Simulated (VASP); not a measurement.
# CaO (Fm-3m) in VASP: notebook

Aim: see how the results for CaO move with the level of theory and the settings. Levels: PBEsol+D3(BJ), PBE. Tasks: single point.

All numbers are computed with VASP 6.6.1; they aren't measurements. Logs are shortened: lines on timing, memory, paths and dates and some standing lists are left out, and cuts for length are marked.

## Step 1: The cell of the first run

The structure is cubic, space group Fm-3m (No. 225). Conventional cell: a = 4.722 Å, b = 4.722 Å, c = 4.722 Å, α = 90.00°, β = 90.00°, γ = 90.00°. Ca (site symmetry m-3m) has 6 O at 2.36 Å within 3.1 Å. O (site symmetry m-3m) has 6 Ca at 2.36 Å within 3.1 Å.

## Step 2: Single point, PBEsol+D3(BJ)

Contents of INCAR:

```
PREC     = Accurate       # precision mode
ENCUT    = 520            # plane-wave cutoff, eV
EDIFF    = 1E-6           # SCF threshold, eV
ISMEAR   = -1             # smearing method
SIGMA    = 0.05           # smearing width, eV
LREAL    = False          # projectors in reciprocal space
LASPH    = True           # aspherical terms in the spheres
NELM     = 80             # most SCF steps
ALGO     = Normal         # electronic algorithm
ISIF     = 2              # what is computed and relaxed
LWAVE    = False          # write WAVECAR
LCHARG   = True           # write CHGCAR
GGA      = PS             # functional
IVDW     = 12             # dispersion correction
LELF     = True           # ELF
LVHAR    = True         
NBANDS   = 15             # bands
```

Contents of KPOINTS:

```
Automatic mesh
0
Gamma
  10 10 10
```

Contents of POSCAR:

```
CaO
1.0
    0.0000000000      2.3610984142      2.3610984142
    2.3610984142      0.0000000000      2.3610984142
    2.3610984142      2.3610984142      0.0000000000
Ca O
1 1
Direct
    0.0000000000      0.0000000000      0.0000000000
    0.5000000000      0.5000000000      0.5000000000
```

Potentials or basis: VASP PAW PBE potentials, release 64 (Ca_sv, O).

Command:

```sh
> cat potpaw_PBE.64/Ca_sv/POTCAR potpaw_PBE.64/O/POTCAR > POTCAR
> mpirun -np 1 vasp_std > vasp.out
```

OUTCAR:

```text
PREC = Accurate
   ENCUT = 520
   EDIFF = 1E-6
   ISMEAR = -1
   LREAL = False
   LASPH = True
   NELM = 80
   ISIF = 2
   GGA = PS
   IVDW = 12
 IVDW          = 12

 ion  position               nearest neighbor table
   1  0.000  0.000  0.000-   2 2.36   2 2.36   2 2.36   2 2.36   2 2.36   2 2.36
   2  0.500  0.500  0.500-   1 2.36   1 2.36   1 2.36   1 2.36   1 2.36   1 2.36

  LATTYP: Found a face centered cubic cell.
 ALAT       =     4.7221968284

  Lattice vectors:

 A1 = (   0.0000000000,   2.3610984142,   2.3610984142)
 A2 = (   2.3610984142,   0.0000000000,   2.3610984142)
 A3 = (   2.3610984142,   2.3610984142,   0.0000000000)

Analysis of symmetry for initial positions (statically):
=====================================================================
 Subroutine PRICEL returns:
 Original cell was already a primitive cell.

 Routine SETGRP: Setting up the symmetry group for a
 face centered cubic supercell.

 Subroutine GETGRP returns: Found 48 space group operations
 (whereof 48 operations were pure point group operations)
 out of a pool of 48 trial point group operations.

The static configuration has the point symmetry O_h .

Analysis of symmetry for dynamics (positions and initial velocities):
=====================================================================
 Subroutine PRICEL returns:
 Original cell was already a primitive cell.

 Routine SETGRP: Setting up the symmetry group for a
 face centered cubic supercell.

 Subroutine GETGRP returns: Found 48 space group operations
 (whereof 48 operations were pure point group operations)
 out of a pool of 48 trial point group operations.

The dynamic configuration has the point symmetry O_h .

 Subroutine INISYM returns: Found 48 space group operations
 (whereof 48 operations are pure point group operations),
 and found     1 'primitive' translations

----------------------------------------------------------------------------------------

                                     Primitive cell

  volume of cell :      26.3252

  direct lattice vectors                    reciprocal lattice vectors
     0.000000000  2.361098414  2.361098414    -0.211765845  0.211765845  0.211765845
     2.361098414  0.000000000  2.361098414     0.211765845 -0.211765845  0.211765845
     2.361098414  2.361098414  0.000000000     0.211765845  0.211765845 -0.211765845

  length of vectors
     3.339097399  3.339097399  3.339097399     0.366789202  0.366789202  0.366789202

  position of ions in fractional coordinates (direct lattice)
     0.000000000  0.000000000  0.000000000
     0.500000000  0.500000000  0.500000000

  ion indices of the primitive-cell ions
   primitive index   ion index
                 1           1
                 2           2

----------------------------------------------------------------------------------------

 KPOINTS: Automatic mesh

Automatic generation of k-mesh.
 Grid dimensions read from file:
 generate k-points for:   10   10   10

 Generating k-lattice:

  Cartesian coordinates                     Fractional coordinates (reciprocal lattice)
    -0.021176584  0.021176584  0.021176584     0.100000000  0.000000000  0.000000000
     0.021176584 -0.021176584  0.021176584     0.000000000  0.100000000  0.000000000
     0.021176584  0.021176584 -0.021176584     0.000000000  0.000000000  0.100000000

  Length of vectors
     0.036678920  0.036678920  0.036678920

  Shift w.r.t. Gamma in fractional coordinates (k-lattice)
     0.000000000  0.000000000  0.000000000

 Subroutine IBZKPT returns following result:
 ===========================================

 Found     47 irreducible k-points:

 Following reciprocal coordinates:
            Coordinates               Weight
  0.000000  0.000000  0.000000      1.000000
  0.100000  0.000000  0.000000      8.000000
  0.200000  0.000000  0.000000      8.000000
  0.300000  0.000000  0.000000      8.000000
  0.400000  0.000000  0.000000      8.000000
  0.500000  0.000000  0.000000      4.000000
[... 16 lines left out ...]
  0.300000  0.300000  0.000000      6.000000
  0.400000  0.300000  0.000000     24.000000
 [... further k-points ...]
   k-points           NKPTS =     47   k-points in BZ     NKDIM =     47   number of bands    NBANDS=     15
   number of dos      NEDOS =    301   number of ions     NIONS =      2
   total plane-waves  NPLWV =  21952
   dimension x,y,z NGX =    28 NGY =   28 NGZ =   28
   dimension x,y,z NGXF=    56 NGYF=   56 NGZF=   56
   ions per type =               1   1
   NGX,Y,Z   is equivalent  to a cutoff of  13.94, 13.94, 13.94 a.u.
   NGXF,Y,Z  is equivalent  to a cutoff of  27.88, 27.88, 27.88 a.u.
 SYSTEM =  unknown system
   PREC   = accura    normal or accurate (medium, high low for compatibility)
   ISTART =      0    job   : 0-new  1-cont  2-samecut
   ICHARG =      2    charge: 1-file 2-atom 10-const
   ISPIN  =      1    spin polarized calculation?
   LNONCOLLINEAR =      F non collinear calculations
   LSORBIT =      F    spin-orbit coupling
   LASPH  =      T    aspherical Exc in radial PAW
   ENCUT  =  520.0 eV  38.22 Ry    6.18 a.u.   6.21  6.21  6.21*2*pi/ulx,y,z
   NELM   =     80;   NELMIN=  2; NELMDL= -5     # of ELM steps
   EDIFF  = 0.1E-05   stopping-criterion for ELM
   LREAL  =      F    real-space projection
   EDIFFG = 0.1E-04   stopping-criterion for IOM
   NSW    =      0    number of steps for IOM
   IBRION =     -1    ionic relax: 0-MD 1-quasi-New 2-CG
   NFREE  =      0    steps in history (QN), initial steepest desc. (CG)
   ISIF   =      2    stress and relaxation
   ISYM   =      2    0-nonsym 1-usesym 2-fastsym
   POTIM  = 0.5000    time-step for ionic-motion
   TEBEG  =    0.0;   TEEND  =   0.0 temperature during run
   PSTRESS=    0.0 pullay stress
   NELECT =      16.0000    total number of electrons
   NUPDOWN=      -1.0000    fix difference up-down
   EMIN   =  10.00;   EMAX   =-10.00  energy-range for DOS
   EFERMI =   0.00;   METHOD = LEGACY
   ISMEAR =    -1;   SIGMA  =   0.05  broadening in eV -4-tet -1-fermi 0-gaus
   EFERMI_NEDOS =   21; number of points for ismear=-14 and -15
   IALGO  =     38    algorithm
   IMIX   =      4    mixing-type and parameters
     AMIX     =   0.40;   BMIX     =  1.00
     AMIX_MAG =   1.60;   BMIX_MAG =  1.00
  volume/ion in A,a.u.               =      13.16        88.83
  Fermi-wavevector in a.u.,A,eV,Ry     =   1.386726  2.620533 26.164135  1.923010
  Thomas-Fermi vector in A             =   2.511015
   LORBIT       =      0    0 simple, 1 ext, 2 COOP (PROOUT), +10 PAW based schemes
   GGA     = PS    functional components
   LHFCALC =     F    Hartree Fock is set to
   AEXX    =    0.0000 exact exchange contribution
   IVDW    =    12    specifies the selected vdW correction
   LEPSILON=     F    determine dielectric tensor
   LRPA    =     F    only Hartree local field effects (RPA)
 non-spin polarized calculation
  energy-cutoff  :      520.00
  volume of cell :       26.33
 maximum number of plane-waves:       725
 NGX is ok and might be reduce to    28
   NGX = 13   NGY = 13   NGZ = 13

 number of electron      15.9999998 magnetization

 Free energy of the ion-electron system (eV)
  ---------------------------------------------------
  ext. energy  EPLUGINS =         0.00000000
  ---------------------------------------------------
  free energy    TOTEN  =       -13.39850718 eV

  energy without entropy =      -13.39850718  energy(sigma->0) =      -13.39850718

 E-fermi :   3.5743     XC(G=0): -11.0024

 val. band max:        2.5049226309   @ k =   0.0000   0.0000   0.0000
 cond. band min:       6.0074964819   @ k =   0.5000   0.5000   0.0000
 fundamental gap:      3.5025738510
 Fermi energy:         3.5742790182

 k-point     1 :       0.0000    0.0000    0.0000
  band No.  band energies     occupation
      1     -34.6742      2.00000
      2     -15.4714      2.00000
      3     -15.4714      2.00000
      4     -15.4714      2.00000
      5     -13.0438      2.00000
      6       2.5049      2.00000
      7       2.5049      2.00000
      8       2.5049      2.00000
      9       7.5063      0.00000
     10       8.8170      0.00000
     11       8.8170      0.00000
     12       8.8170      0.00000
     13      10.4503      0.00000
     14      10.4503      0.00000
     15      17.6571      0.00000

 k-point     2 :       0.1000    0.0000    0.0000
  band No.  band energies     occupation
      1     -34.6615      2.00000
      2     -15.6686      2.00000
      3     -15.4775      2.00000
      4     -15.4775      2.00000
      5     -12.8414      2.00000
      6       2.1223      2.00000
      7       2.3488      2.00000
      8       2.3488      2.00000
      9       7.9771      0.00000
     10       8.7798      0.00000
     11       9.0034      0.00000
     12       9.0034      0.00000
     13      10.7174      0.00000
     14      10.7174      0.00000
     15      18.1186      0.00000

 k-point     3 :       0.2000    0.0000    0.0000
  band No.  band energies     occupation
      1     -34.6278      2.00000
      2     -16.0875      2.00000
      3     -15.4934      2.00000
      4     -15.4934      2.00000
      5     -12.4089      2.00000
      6       1.3004      2.00000
      7       1.9770      2.00000
      8       1.9770      2.00000
      9       8.7367      0.00000
     10       9.1204      0.00000
     11       9.5191      0.00000
     12       9.5191      0.00000
     13      11.4068      0.00000
     14      11.4068      0.00000
     15      18.8829      0.00000

 k-point     4 :       0.3000    0.0000    0.0000
  band No.  band energies     occupation
      1     -34.5859      2.00000
      2     -16.5012      2.00000
      3     -15.5129      2.00000
      4     -15.5129      2.00000
      5     -11.9759      2.00000
      6       0.4737      2.00000
      7       1.5729      2.00000
      8       1.5729      2.00000
      9       9.0227      0.00000
     10      10.2319      0.00000
     11      10.2319      0.00000
     12      10.2604      0.00000
     13      12.2787      0.00000
     14      12.2787      0.00000
     15      18.5831      0.00000
[... 307 lines left out ...]
 k-point    22 :      -0.2000    0.2000    0.0000
  band No.  band energies     occupation
      1     -34.5719      2.00000
      2     -16.4289      2.00000
      3     -15.6902      2.00000
      4     -15.4998      2.00000
      5     -12.0079      2.00000
      6       0.4687      2.00000
      7       1.4055      2.00000
      8       1.8540      2.00000
      9       8.7480      0.00000
     10       9.9559      0.00000
     11      10.0158      0.00000
     12      10.9439      0.00000
     13      12.5220      0.00000
     14      12.8399      0.00000
     15      19.0078      0.00000

 k-point    23 :       0.3000    0.3000    0.0000
  band No.  band energies     occupation
      1     -34.5587      2.00000
      2     -16.2276      2.00000
      3     -15.6558      2.00000
      4     -15.6558      2.00000
      5     -12.3982      2.00000
      6       0.6675      2.00000
      7       2.1580      2.00000
      8       2.1580      2.00000
      9       6.7598      0.00000
     10       9.8984      0.00000
     11      11.2465      0.00000
     12      11.3949      0.00000
     13      11.3949      0.00000
     14      13.3713      0.00000
     15      20.4102      0.00000

 k-point    24 :       0.4000    0.3000    0.0000
  band No.  band energies     occupation
      1     -34.5325      2.00000
      2     -16.2976      2.00000
      3     -15.7187      2.00000
      4     -15.6837      2.00000
      5     -12.4161      2.00000
      6       0.7584      2.00000
      7       1.9302      2.00000
      8       2.0377      2.00000
      9       6.7306      0.00000
     10      10.4982      0.00000
     11      11.6069      0.00000
     12      11.7247      0.00000
     13      11.8641      0.00000
     14      13.7602      0.00000
     15      18.6870      0.00000

 [... further k-points ...]

------------------------ aborting loop because EDIFF is reached ----------------------------------------

 Edisp (eV)   -0.55650

 E8    (eV) :    -0.3795

  FORCE on cell =-STRESS in cart. coord.  units (eV):
  Direction    XX          YY          ZZ          XY          YZ          ZX
  --------------------------------------------------------------------------------------
  -------------------------------------------------------------------------------------
  Total       0.11275     0.11275     0.11275     0.00000     0.00000    -0.00000
  in kB       6.86225     6.86225     6.86225     0.00000     0.00000    -0.00000
  external pressure =        6.86 kB  Pullay stress =        0.00 kB

 VOLUME and BASIS-vectors are now :
 -----------------------------------------------------------------------------
  energy-cutoff  :      520.00
  volume of cell :       26.33
      direct lattice vectors                 reciprocal lattice vectors
     0.000000000  2.361098414  2.361098414    -0.211765845  0.211765845  0.211765845
     2.361098414  0.000000000  2.361098414     0.211765845 -0.211765845  0.211765845
     2.361098414  2.361098414  0.000000000     0.211765845  0.211765845 -0.211765845

 POSITION                                       TOTAL-FORCE (eV/Angst)
 -----------------------------------------------------------------------------------
      0.00000      0.00000      0.00000         0.000000     -0.000000     -0.000000
      2.36110      2.36110      2.36110        -0.000000      0.000000      0.000000
 -----------------------------------------------------------------------------------
    total drift:                                0.000000      0.000000      0.000000

  FREE ENERGIE OF THE ION-ELECTRON SYSTEM (eV)
  ---------------------------------------------------
  free  energy   TOTEN  =       -13.9550035159 eV

  energy  without entropy=      -13.9550035159  energy(sigma->0) =      -13.95500352
```

Run time: 42 s. Hardware: 1 thread of AMD EPYC 7R13, shared host; peak memory 0.15 GiB.

Results:

| Item | Value |
| --- | --- |
| Free energy | -13.9550 eV |
| Pressure | 0.7 GPa |
| Band gap on the k mesh | 3.50 eV (least direct gap 3.87 eV) |
| Dispersion energy per atom | -0.278 eV |

Caveat: the PAW data sets were made with another functional, which shifts forces and pressure a little.

## Step 3: Single point, PBE

This run uses another cell than the first one, of 13.89 Å³/atom.

Contents of INCAR:

```
ALGO = Normal
EDIFF = 1E-6
ENCUT = 520
GGA = PE
ISIF = 2
ISMEAR = 0
LASPH = True
LCHARG = False
LREAL = False
LWAVE = False
NBANDS = 15
NELM = 60
PREC = Accurate
SIGMA = 0.02
```

Contents of KPOINTS:

```
k-points
0
Gamma
  10 10 10
```

Contents of POSCAR:

```
CaO
1.0
    0.0000000000      2.4035556960      2.4035556960
    2.4035556960      0.0000000000      2.4035556960
    2.4035556960      2.4035556960      0.0000000000
Ca O
1 1
Direct
    0.0000000000      0.0000000000      0.0000000000
    0.5000000000      0.5000000000      0.5000000000
```

Potentials or basis: VASP PAW PBE potentials, release 64 (Ca_sv, O).

Command:

```sh
> cat potpaw_PBE.64/Ca_sv/POTCAR potpaw_PBE.64/O/POTCAR > POTCAR
> mpirun -np 1 vasp_std > vasp.out
```

Wall time 35 s (1 thread of AMD EPYC 7R13, shared host); peak memory 0.14 GiB.

The run converged. Its results:

```
Free energy            : -12.8014 eV
Pressure               : 2.2 GPa
Band gap on the k mesh : 3.64 eV (least direct gap 4.01 eV)
```

Levels at points of the mesh, in eV from the valence-band top:
```csv
k point,band 4,band 5,band 6,band 7,band 8,band 9,band 10,band 11,band 12,band 13
"(0.00, 0.00, 0.00)",-18.40,-15.53,0.00,0.00,0.00,4.71,6.22,6.22,6.22,7.73
"(0.50, 0.00, 0.00)",-18.46,-14.34,-2.64,-1.20,-1.20,7.05,8.35,8.35,8.50,10.42
"(0.50, 0.50, 0.00)",-18.63,-15.29,-1.30,-0.37,-0.37,3.64,8.04,8.89,9.53,9.53
```

A k mesh can miss the band edges.
